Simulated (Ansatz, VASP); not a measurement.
# Two plane-wave programs on Cu3N

```
CELL_PARAMETERS angstrom
3.78863 0.00000 0.00000
0.00000 3.78863 0.00000
0.00000 0.00000 3.78863
ATOMIC_POSITIONS crystal
Cu 0.50000 0.00000 0.00000
Cu 0.00000 0.50000 0.00000
Cu 0.00000 0.00000 0.50000
N 0.00000 0.00000 0.00000
```

Alike in both runs: task single point; functional PBE; k mesh 10 × 10 × 10; occupations gaussian, width 0.01 eV; no spin polarisation.

|  | VASP | Ansatz |
| --- | --- | --- |
| version | VASP 6.6.1 | Ansatz 0.2.0 |
| potentials or method | VASP PAW PBE potentials, release 64 (Cu, N), cutoff 600 eV | scalar-relativistic, plane waves, PAW |
| valence electrons in the cell | 38 | 62 |

|  | VASP | Ansatz | Ansatz less VASP |
| --- | --- | --- | --- |
| gap on the k mesh at the Fermi level (eV) | 0.15 | 0.12 | -0.023 |
| least direct gap on the mesh (eV) | 0.69 | 0.66 | -0.034 |
| pressure (GPa) | 4.6 | 3.8 | -0.77 |

The functional is the same, so the differences come from potentials, cutoffs and numerics. VASP's potentials hold 38 valence electrons a cell and Ansatz's 62, so a difference there can come from the potentials and not from the codes.
